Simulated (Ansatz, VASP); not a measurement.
**HfN: VASP beside Ansatz**

```xyz
2
Lattice="0.0000 2.2037 2.2037 2.2037 0.0000 2.2037 2.2037 2.2037 0.0000" Properties=species:S:1:pos:R:3 pbc="T T T"
Hf    2.2037    2.2037    2.2037
N     0.0000    0.0000    0.0000
```

Alike in both runs: task single point; functional LDA; k mesh 10 × 10 × 10; occupations gaussian, width 0.05 eV; no spin polarisation.

```csv
,VASP,Ansatz
version,VASP 6.6.1,Ansatz 0.2.0
potentials or method,"VASP PAW LDA potentials, release 64 (Hf_pv, N), cutoff 520 eV","scalar-relativistic, plane waves, PAW"
valence electrons in the cell,15,31
```

VASP gave:

| Item | Value |
| --- | --- |
| gap on the k mesh at the Fermi level (eV) | none |
| pressure (GPa) | 12.4 |

Problem. What did Ansatz give for the same quantities?

Solution. gap on the k mesh at the Fermi level (eV): none; pressure (GPa): 13.5.

LDA's correlation is that of Perdew and Zunger in VASP and of Perdew and Wang (1992) in Ansatz. A gap of «none» marks a metal or a gap that the smearing closes. VASP's potentials hold 15 valence electrons a cell and Ansatz's 31, so a difference there can come from the potentials and not from the codes.

Neither program's run includes spin-orbit coupling.
